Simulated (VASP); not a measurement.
# GaS2 in VASP: further runs

The runs below take GaS2 through single point, with PBE.

All numbers are computed with VASP 6.6.1; they aren't measurements. Logs are shortened: lines on timing, memory, paths and dates and some standing lists are left out, and cuts for length are marked.

### Step 1. The cell of the first run

The cell holds a sheet with vacuum, 3 atoms: a = 2.570 Å, b = 2.570 Å, c = 19.000 Å, α = 90.00°, β = 90.00°, γ = 90.00°.

### Step 2. Single point, PBE

Contents of INCAR:

```
SYSTEM = GaS2
PREC = Accurate ; ENCUT = 520
EDIFF = 1E-7 ; ISMEAR = 0
SIGMA = 0.1 ; LREAL = .FALSE.
LASPH = .TRUE. ; NELM = 60
ALGO = Normal ; ISIF = 2
LWAVE = .FALSE. ; LCHARG = .FALSE.
LDIPOL = .TRUE. ; IDIPOL = 3
DIPOL = 0.5 0.5 0.500 ; GGA = PE
NBANDS = 20
```

Contents of KPOINTS:

```
regular mesh
0
G
  6 6 1
  0 0 0
```

Contents of POSCAR:

```
GaS2
1.0
    2.5704030200      0.0000000000      0.0000000000
    0.0000000000      2.5704030200      0.0000000000
    0.0000000000      0.0000000000     19.0000000000
Ga S
1 2
Direct
    0.0000000000      0.0000000000      0.5000000000
    0.0000000000      0.0000000000      0.6142488700
    0.0000000000      0.0000000000      0.3857511300
```

Potentials or basis: VASP PAW PBE potentials, release 64 (Ga_d, S).

Command:

```
cat potpaw_PBE.64/Ga_d/POTCAR potpaw_PBE.64/S/POTCAR > POTCAR
mpirun -np 1 vasp_std > vasp.out
```

OUTCAR:

```text
SYSTEM = GaS2
   PREC = Accurate
   ENCUT = 520
   EDIFF = 1E-7
   ISMEAR = 0
   LREAL = .FALSE.
   LASPH = .TRUE.
   NELM = 60
   ISIF = 2
   GGA = PE

 ion  position               nearest neighbor table
   1  0.000  0.000  0.500-   2 2.17   3 2.17
   2  0.000  0.000  0.614-   1 2.17
   3  0.000  0.000  0.386-   1 2.17

  LATTYP: Found a simple tetragonal cell.
 ALAT       =     2.5704030200
 C/A-ratio  =     7.3918369424

  Lattice vectors:

 A1 = (   2.5704030200,   0.0000000000,   0.0000000000)
 A2 = (   0.0000000000,   2.5704030200,   0.0000000000)
 A3 = (   0.0000000000,   0.0000000000,  19.0000000000)

Analysis of symmetry for initial positions (statically):
=====================================================================
 Subroutine PRICEL returns:
 Original cell was already a primitive cell.

 Routine SETGRP: Setting up the symmetry group for a
 simple tetragonal supercell.

 Subroutine GETGRP returns: Found 16 space group operations
 (whereof 16 operations were pure point group operations)
 out of a pool of 16 trial point group operations.

The static configuration has the point symmetry D_4h.

Analysis of symmetry for dynamics (positions and initial velocities):
=====================================================================
 Subroutine PRICEL returns:
 Original cell was already a primitive cell.

 Routine SETGRP: Setting up the symmetry group for a
 simple tetragonal supercell.

 Subroutine GETGRP returns: Found 16 space group operations
 (whereof 16 operations were pure point group operations)
 out of a pool of 16 trial point group operations.

The dynamic configuration has the point symmetry D_4h.

 Subroutine INISYM returns: Found 16 space group operations
 (whereof 16 operations are pure point group operations),
 and found     1 'primitive' translations

----------------------------------------------------------------------------------------

                                     Primitive cell

  volume of cell :     125.5325

  direct lattice vectors                    reciprocal lattice vectors
     2.570403020  0.000000000  0.000000000     0.389044050  0.000000000  0.000000000
     0.000000000  2.570403020  0.000000000     0.000000000  0.389044050  0.000000000
     0.000000000  0.000000000 19.000000000     0.000000000  0.000000000  0.052631579

  length of vectors
     2.570403020  2.570403020 19.000000000     0.389044050  0.389044050  0.052631579

  position of ions in fractional coordinates (direct lattice)
     0.000000000  0.000000000  0.500000000
     0.000000000  0.000000000  0.614248870
     0.000000000  0.000000000  0.385751130

  ion indices of the primitive-cell ions
   primitive index   ion index
                 1           1
                 2           2
                 3           3

----------------------------------------------------------------------------------------

 KPOINTS: regular mesh

Automatic generation of k-mesh.
 Grid dimensions read from file:
 generate k-points for:    6    6    1

 Generating k-lattice:

  Cartesian coordinates                     Fractional coordinates (reciprocal lattice)
     0.064840675  0.000000000  0.000000000     0.166666667  0.000000000  0.000000000
     0.000000000  0.064840675  0.000000000     0.000000000  0.166666667  0.000000000
     0.000000000  0.000000000  0.052631579     0.000000000  0.000000000  1.000000000

  Length of vectors
     0.064840675  0.064840675  0.052631579

  Shift w.r.t. Gamma in fractional coordinates (k-lattice)
     0.000000000  0.000000000  0.000000000

 Subroutine IBZKPT returns following result:
 ===========================================

 Found     10 irreducible k-points:

 Following reciprocal coordinates:
            Coordinates               Weight
  0.000000  0.000000  0.000000      1.000000
  0.166667  0.000000  0.000000      4.000000
  0.333333  0.000000  0.000000      4.000000
  0.500000  0.000000  0.000000      2.000000
  0.166667  0.166667  0.000000      4.000000
  0.333333  0.166667  0.000000      8.000000
  0.500000  0.166667  0.000000      4.000000
  0.333333  0.333333  0.000000      4.000000
  0.500000  0.333333  0.000000      4.000000
  0.500000  0.500000  0.000000      1.000000
   k-points           NKPTS =     10   k-points in BZ     NKDIM =     10   number of bands    NBANDS=     20
   number of dos      NEDOS =    301   number of ions     NIONS =      3
   total plane-waves  NPLWV =  57600
   dimension x,y,z NGX =    20 NGY =   20 NGZ =  144
   dimension x,y,z NGXF=    40 NGYF=   40 NGZF=  288
   ions per type =               1   2
   NGX,Y,Z   is equivalent  to a cutoff of  12.94, 12.94, 12.60 a.u.
   NGXF,Y,Z  is equivalent  to a cutoff of  25.87, 25.87, 25.20 a.u.
 SYSTEM =  GaS2
   PREC   = accura    normal or accurate (medium, high low for compatibility)
   ISTART =      0    job   : 0-new  1-cont  2-samecut
   ICHARG =      2    charge: 1-file 2-atom 10-const
   ISPIN  =      1    spin polarized calculation?
   LNONCOLLINEAR =      F non collinear calculations
   LSORBIT =      F    spin-orbit coupling
   LASPH  =      T    aspherical Exc in radial PAW
   ENCUT  =  520.0 eV  38.22 Ry    6.18 a.u.   4.78  4.78 35.33*2*pi/ulx,y,z
   NELM   =     60;   NELMIN=  2; NELMDL= -5     # of ELM steps
   EDIFF  = 0.1E-06   stopping-criterion for ELM
   LREAL  =      F    real-space projection
   EDIFFG = 0.1E-05   stopping-criterion for IOM
   NSW    =      0    number of steps for IOM
   IBRION =     -1    ionic relax: 0-MD 1-quasi-New 2-CG
   NFREE  =      0    steps in history (QN), initial steepest desc. (CG)
   ISIF   =      2    stress and relaxation
   ISYM   =      2    0-nonsym 1-usesym 2-fastsym
   POTIM  = 0.5000    time-step for ionic-motion
   TEBEG  =    0.0;   TEEND  =   0.0 temperature during run
   PSTRESS=    0.0 pullay stress
   NELECT =      25.0000    total number of electrons
   NUPDOWN=      -1.0000    fix difference up-down
   EMIN   =  10.00;   EMAX   =-10.00  energy-range for DOS
   EFERMI =   0.00;   METHOD = LEGACY
   ISMEAR =     0;   SIGMA  =   0.10  broadening in eV -4-tet -1-fermi 0-gaus
   EFERMI_NEDOS =   21; number of points for ismear=-14 and -15
   IALGO  =     38    algorithm
   IMIX   =      4    mixing-type and parameters
     AMIX     =   0.40;   BMIX     =  1.00
     AMIX_MAG =   1.60;   BMIX_MAG =  1.00
  volume/ion in A,a.u.               =      41.84       282.38
  Fermi-wavevector in a.u.,A,eV,Ry     =   0.956026  1.806626 12.435518  0.913985
  Thomas-Fermi vector in A             =   2.084916
   LORBIT       =      0    0 simple, 1 ext, 2 COOP (PROOUT), +10 PAW based schemes
   GGA     = PE    functional components
   LHFCALC =     F    Hartree Fock is set to
   AEXX    =    0.0000 exact exchange contribution
   IVDW    =     0    specifies the selected vdW correction
   LEPSILON=     F    determine dielectric tensor
   LRPA    =     F    only Hartree local field effects (RPA)
 non-spin polarized calculation
 Gauss-broadening in eV      SIGMA  =   0.10
  energy-cutoff  :      520.00
  volume of cell :      125.53
 maximum number of plane-waves:      3406
 NGX is ok and might be reduce to    20
   NGX =  9   NGY =  9   NGZ = 71

 dipolmoment           0.000000      0.000000     -0.000000 electrons x Angstroem

 number of electron      24.9999998 magnetization

 dipolmoment           0.000000      0.000000      0.000000 electrons x Angstroem

 Free energy of the ion-electron system (eV)
  ---------------------------------------------------
  ext. energy  EPLUGINS =         0.00000000
  ---------------------------------------------------
  free energy    TOTEN  =        -9.45333506 eV

  energy without entropy =       -9.44556002  energy(sigma->0) =       -9.44944754

 E-fermi :  -0.5191     XC(G=0):  -4.8610

 val. band max:       -0.6198609716   @ k =   0.5000   0.3333   0.0000
 cond. band min:      -0.0542751756   @ k =   0.3333   0.1667   0.0000
 fundamental gap:      0.5655857960
 Fermi energy:        -0.5190973061

 k-point     1 :       0.0000    0.0000    0.0000
  band No.  band energies     occupation
      1     -17.0824      2.00000
      2     -16.3804      2.00000
      3     -15.7433      2.00000
      4     -15.2943      2.00000
      5     -15.1179      2.00000
      6     -15.1179      2.00000
[... 12 lines left out ...]
     19       7.6631      0.00000
     20       7.8035      0.00000

 k-point     2 :       0.1667    0.0000    0.0000
  band No.  band energies     occupation
      1     -16.7259      2.00000
      2     -15.9349      2.00000
      3     -15.6611      2.00000
      4     -15.1553      2.00000
      5     -15.1110      2.00000
      6     -15.0686      2.00000
[... 12 lines left out ...]
     19       6.6374      0.00000
     20       8.2974      0.00000

 k-point     3 :       0.3333    0.0000    0.0000
  band No.  band energies     occupation
      1     -16.0952      2.00000
      2     -15.5282      2.00000
      3     -15.4345      2.00000
      4     -15.1522      2.00000
      5     -15.0973      2.00000
      6     -14.5243      2.00000
[... 12 lines left out ...]
     19       7.8731      0.00000
     20       8.0097      0.00000

 k-point     4 :       0.5000    0.0000    0.0000
  band No.  band energies     occupation
      1     -15.8809      2.00000
      2     -15.4649      2.00000
      3     -15.4453      2.00000
      4     -15.2023      2.00000
      5     -15.0905      2.00000
      6     -13.5804      2.00000
[... 107 lines left out ...]
 k-point     9 :       0.5000    0.3333    0.0000
  band No.  band energies     occupation
      1     -15.6228      2.00000
      2     -15.4827      2.00000
      3     -15.4080      2.00000
      4     -15.3229      2.00000
      5     -14.9625      2.00000
      6     -11.7658      2.00000
[... 12 lines left out ...]
     19       6.6090      0.00000
     20       9.1096      0.00000

 k-point    10 :       0.5000    0.5000    0.0000
  band No.  band energies     occupation
      1     -15.5690      2.00000
      2     -15.5512      2.00000
      3     -15.3893      2.00000
      4     -15.3893      2.00000
      5     -14.8172      2.00000
      6     -10.7319      2.00000
[... 12 lines left out ...]
     19       7.1916      0.00000
     20       7.5176      0.00000

------------------------ aborting loop because EDIFF is reached ----------------------------------------

 vacuum level on the upper side and lower side of the slab       (xc-potential included)        -0.091        -0.091

  FORCE on cell =-STRESS in cart. coord.  units (eV):
  Direction    XX          YY          ZZ          XY          YZ          ZX
  --------------------------------------------------------------------------------------
  -------------------------------------------------------------------------------------
  Total        1.3232562      1.3232562     12.0687618      0.0000000     -0.0000000      0.0000000
  in kB       16.8887874     16.8887874    154.0342329      0.0000000     -0.0000000      0.0000000
  external PRESSURE =      62.6039359 kB  Pullay stress =       0.0000000 kB

 VOLUME and BASIS-vectors are now :
 -----------------------------------------------------------------------------
  energy-cutoff  :      520.00
  volume of cell :      125.53
      direct lattice vectors                 reciprocal lattice vectors
     2.570403020  0.000000000  0.000000000     0.389044050  0.000000000  0.000000000
     0.000000000  2.570403020  0.000000000     0.000000000  0.389044050  0.000000000
     0.000000000  0.000000000 19.000000000     0.000000000  0.000000000  0.052631579

 POSITION                                       TOTAL-FORCE (eV/Angst)
 -----------------------------------------------------------------------------------
      0.00000      0.00000      9.50000         0.000000      0.000000      0.000000
      0.00000      0.00000     11.67073         0.000000      0.000000      2.783559
      0.00000      0.00000      7.32927        -0.000000      0.000000     -2.783559
 -----------------------------------------------------------------------------------
    total drift:                                0.000000      0.000000      0.000000

  FREE ENERGIE OF THE ION-ELECTRON SYSTEM (eV)
  ---------------------------------------------------
  free  energy   TOTEN  =        -9.4533350624 eV

  energy  without entropy=       -9.4455600193  energy(sigma->0) =       -9.44944754

 vacuum level on the upper side and lower side of the slab         4.642         4.642
```

It took 24 s on 1 thread of Intel Xeon 6975P-C (Granite Rapids), shared host; peak memory 0.23 GiB.

Results:

```
Free energy   : -9.4533 eV
Largest force : 2.784 eV/Å
```

Forces in eV/Å, atoms in the order of the input:
```
Ga   0.000  0.000  0.000
S    0.000  0.000  2.784
S    0.000  0.000 -2.784
```

Caveat: the k points lie up to 0.41 Å⁻¹ apart.

### Step 3. Single point, PBE

Contents of INCAR:

```
PREC = Accurate
ENCUT = 520
EDIFF = 1E-6
ISMEAR = 0
SIGMA = 0.1
LREAL = F
LASPH = T
NELM = 100
ALGO = Normal
ISIF = 2
LWAVE = F
LCHARG = F
LDIPOL = T
IDIPOL = 3
DIPOL = 0.5 0.5 0.500
GGA = PE
NBANDS = 20
```

Contents of KPOINTS:

```
Automatic mesh
0
Gamma
  6 6 1
```

POSCAR is that of step 2.

Potentials or basis: VASP PAW PBE potentials, release 64 (Ga_d, S).

Command:

```
cat potpaw_PBE.64/Ga_d/POTCAR potpaw_PBE.64/S/POTCAR > POTCAR
mpirun -np 1 vasp_std > vasp.out
```

Wall time 24 s (1 thread of Intel Xeon 6975P-C (Granite Rapids), shared host); peak memory 0.23 GiB.

It converged, with:

```
Free energy   : -9.4533 eV
Largest force : 2.784 eV/Å
```

Forces on the atoms (eV/Å):
```
Ga   0.000  0.000  0.000
S    0.000  0.000  2.784
S    0.000  0.000 -2.784
```

Levels at points of the mesh, in eV from the Fermi level:
```tsv
k point	band 9	band 10	band 11	band 12	band 13	band 14	band 15	band 16
(0.00, 0.00, 0.00)	-6.03	-1.39	2.27	2.27	2.45	2.45	3.86	4.75
(0.50, 0.00, 0.00)	-6.90	-5.53	-3.59	-2.30	2.06	3.81	3.94	4.74
(0.50, 0.50, 0.00)	-5.11	-4.71	-4.71	-2.14	-1.48	1.26	1.26	3.16
```

Caveat: the k points lie up to 0.41 Å⁻¹ apart.

### Step 4. Single point, PBE

This run uses another cell than the first one, of 69.23 Å³/atom, 1.654 times its volume.

Contents of INCAR:

```
SYSTEM = GaS2
PREC     = Accurate       ! precision mode
ENCUT    = 520            ! plane-wave cutoff, eV
EDIFF    = 1E-6           ! SCF threshold, eV
ISMEAR   = 0              ! smearing method
SIGMA    = 0.1            ! smearing width, eV
LREAL    = .FALSE.        ! projectors in reciprocal space
LASPH    = .TRUE.         ! aspherical terms in the spheres
NELM     = 100            ! most SCF steps
ALGO     = Normal         ! electronic algorithm
ISIF     = 2              ! what is computed and relaxed
LWAVE    = .FALSE.        ! write WAVECAR
LCHARG   = .FALSE.        ! write CHGCAR
LDIPOL   = .TRUE.       
IDIPOL   = 3            
DIPOL    = 0.5 0.5 0.292
GGA      = PE             ! functional
NBANDS   = 20             ! bands
```

Contents of KPOINTS:

```
regular mesh
0
G
  6 6 1
  0 0 0
```

Contents of POSCAR:

```
GaS2
1.0
    2.5285441267      0.0000000000      0.0000000000
    0.0000000000      2.5285441267      0.0000000000
    0.0000000000      0.0000000000     32.4829141200
Ga S
1 2
Direct
    0.0000000000      0.0000000000      0.2924614450
    0.0000000000      0.0000000000      0.3732822770
    0.0000000000      0.0000000000      0.2116406129
```

Command:

```
cat potpaw_PBE.64/Ga_d/POTCAR potpaw_PBE.64/S/POTCAR > POTCAR
mpirun -np 1 vasp_std > vasp.out
```

Wall time 50 s (1 thread of Intel Xeon 6975P-C (Granite Rapids), shared host); peak memory 0.3 GiB.

The run converged. Its results:

```yaml
Free_energy: -10.2501 eV
Largest_force: 0.024 eV/Å
```

Forces in eV/Å, atoms in the order of the input:
```
Ga   0.000  0.000  0.000
S    0.000  0.000  0.024
S    0.000  0.000 -0.024
```

Levels at points of the mesh, in eV from the Fermi level:
| k point | band 8 | band 9 | band 10 | band 11 | band 12 | band 13 | band 14 | band 15 | band 16 | band 17 |
| --- | --- | --- | --- | --- | --- | --- | --- | --- | --- | --- |
| (0.00, 0.00, 0.00) | -9.95 | -5.84 | -3.51 | 1.68 | 2.75 | 2.75 | 2.78 | 2.78 | 4.61 | 4.98 |
| (0.50, 0.00, 0.00) | -7.34 | -7.19 | -4.98 | -3.19 | -2.97 | -0.34 | 4.19 | 4.38 | 4.39 | 5.66 |
| (0.50, 0.50, 0.00) | -4.92 | -4.92 | -4.84 | -4.84 | -1.02 | -0.56 | 0.88 | 0.88 | 3.49 | 3.79 |

Caveat: the k points lie up to 0.41 Å⁻¹ apart.

### Step 5. Single point, PBE

This run uses another cell than the first one, of 69.23 Å³/atom, 1.654 times its volume.

Contents of INCAR:

```
  PREC = Accurate
  ENCUT = 520
  EDIFF = 1E-7
  ISMEAR = 0
  SIGMA = 0.1
  LREAL = F
  LASPH = T
  NELM = 60
  ALGO = Normal
  ISIF = 2
  LWAVE = F
  LCHARG = T
  LDIPOL = T
  IDIPOL = 3
  DIPOL = 0.5 0.5 0.292
  GGA = PE
  LELF = T
  LVHAR = T
  LVACPOTAV = T
  NBANDS = 20
```

Contents of KPOINTS:

```
Automatic mesh
0
Gamma
  18 18 1
```

POSCAR is that of step 4.

Command:

```
cat potpaw_PBE.64/Ga_d/POTCAR potpaw_PBE.64/S/POTCAR > POTCAR
mpirun -np 1 vasp_std > vasp.out
```

It took 3.5 min on 1 thread of Intel Xeon 6975P-C (Granite Rapids), shared host; peak memory 0.41 GiB.

Results (log left out):

```yaml
Free_energy: -10.4009 eV
Largest_force: 0.186 eV/Å
Work_function_of_the_upper_face: 5.32 eV
Work_function_of_the_lower_face: 5.32 eV
```

Forces on the atoms (eV/Å):
```
Ga   0.000  0.000  0.000
S    0.000  0.000 -0.186
S    0.000  0.000  0.186
```

Levels at points of the mesh, in eV from the Fermi level:
```tsv
k point	band 8	band 9	band 10	band 11	band 12	band 13	band 14	band 15	band 16	band 17
(0.00, 0.00, 0.00)	-9.91	-5.67	-3.33	1.80	3.02	3.02	3.04	3.04	4.77	5.14
(0.50, 0.00, 0.00)	-7.10	-6.94	-4.91	-3.17	-2.79	-0.19	4.35	4.64	4.66	5.77
(0.50, 0.50, 0.00)	-4.66	-4.66	-4.58	-4.58	-0.86	-0.37	0.89	0.89	3.69	4.03
```

### Step 6. The runs side by side

```csv
cell,k mesh,gap on the mesh (eV),largest force (eV/Å)
"a = 2.570, b = 2.570, c = 19.000 Å, 3 atoms",6 × 6 × 1,none,2.78
"a = 2.529, b = 2.529, c = 32.483 Å, 3 atoms",6 × 6 × 1,none,0.02
"a = 2.529, b = 2.529, c = 32.483 Å, 3 atoms",18 × 18 × 1,none,0.19
```

Alike in all rows: task single point; level PBE; potentials or basis VASP PAW PBE potentials, release 64 (Ga_d, S); no spin polarisation; cutoff (eV) 520; smearing gaussian 0.1 eV.

Caveats: some runs use coarse meshes.

Absolute energies hang on the potentials; compare differences alone.
